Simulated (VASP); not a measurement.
The system is VN.

```
V N
1.0
     0.00000    2.09207    2.09207
     2.09207    0.00000    2.09207
     2.09207    2.09207    0.00000
V N
1 1
Direct
  0.50000 0.50000 0.50000
  0.00000 0.00000 0.00000
```

Base run:

* Program: VASP 6.6.1
* Functional: PBE
* Potentials or basis: VASP PAW PBE potentials, release 64 (V_sv, N)
* Cutoff: 600 eV
* k mesh: 8 × 8 × 8
* Occupations: gaussian, width 0.1 eV
* Spin: no spin polarisation

Its results: pressure -13.4 GPa.

Task: The run is repeated on the same cell with these changes: spin from no spin polarisation to collinear spin, ferromagnetic start; further incar settings from ALGO = Normal; EDIFF = 1e-06; NBANDS = 16 to ALGO = Normal; EDIFF = 1e-06; NBANDS = 20. What comes out?

Result: Pressure -13.3 GPa; net moment 0.18 μB per cell; site moments V +0.16; N +0.00 μB.
